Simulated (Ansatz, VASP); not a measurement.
One calculation of SnSe2, two programs

```
CELL_PARAMETERS angstrom
3.84190 0.00000 0.00000
-1.92095 3.32718 0.00000
0.00000 0.00000 6.48588
ATOMIC_POSITIONS crystal
Sn 0.00000 0.00000 0.00000
Se 0.66667 0.33333 0.75710
Se 0.33333 0.66667 0.24290
```

Alike in both runs: task relaxation of cell and atoms; functional PBEsol; k mesh 9 × 9 × 4; occupations gaussian, width 0.02 eV; no spin polarisation.

|  | VASP | Ansatz |
| --- | --- | --- |
| version | VASP 6.6.1 | Ansatz 0.2.0 |
| potentials or method | VASP PAW PBE potentials, release 64 (Sn_d, Se), cutoff 500 eV | scalar-relativistic, plane waves, PAW |
| valence electrons in the cell | 26 | 46 |

VASP gave:

| Property | Result |
| --- | --- |
| gap on the k mesh at the Fermi level, each at its own relaxed structure (eV) | 0.59 |
| relaxed volume (Å³/atom) | 25.88 |
| relaxed cell length with the largest relative difference (Å) | 6.145 |

Question: Estimate Ansatz's values.

Answer: gap on the k mesh at the Fermi level, each at its own relaxed structure (eV): 0.61; relaxed volume (Å³/atom): 25.88; relaxed cell length with the largest relative difference (Å): 6.150.

VASP's potentials were made for PBE, not for PBEsol, and Ansatz warns of the same on its side. VASP's potentials hold 26 valence electrons a cell and Ansatz's 46, so a difference there can come from the potentials and not from the codes.
